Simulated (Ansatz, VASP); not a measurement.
InSe in VASP and in Ansatz

```
Se In
1.0
     4.02663    0.00000    0.00000
    -2.01332    3.55691    0.00000
     0.00000    0.00000   36.72257
Se In
2 2
Direct
  0.33218 0.66435 0.42724
  0.33218 0.66435 0.57276
  0.00116 0.00231 0.46191
  0.00116 0.00231 0.53809
```

Change from the starting cell: strain along y +0.020, atoms relaxed.

Alike in both runs: functional PBE; dispersion D3(BJ); k mesh 12 × 12 × 1; occupations gaussian, width 0.02 eV; no spin polarisation.

Ansatz relaxed the structure, and its values are those at the end. VASP's run is a single point on that final structure, the one shown.

```csv
,VASP,Ansatz
version,VASP 6.6.1,Ansatz 0.2.0
potentials or method,"VASP PAW PBE potentials, release 64 (Se, In_d), cutoff 520 eV","scalar-relativistic, plane waves, PAW"
valence electrons in the cell,38,58
```

VASP gave:

| Item | Value |
| --- | --- |
| gap on the k mesh at the Fermi level (eV) | 1.44 |
| least direct gap on the mesh (eV) | 1.52 |
| rms of the force components (eV/Å) | 0.009 |

Q: Which values does Ansatz return?

A: gap on the k mesh at the Fermi level (eV): 1.45; least direct gap on the mesh (eV): 1.53; rms of the force components (eV/Å): 0.001.

VASP's potentials hold 38 valence electrons a cell and Ansatz's 58, so a difference there can come from the potentials and not from the codes. Ansatz's warnings: stress scf threshold loose.
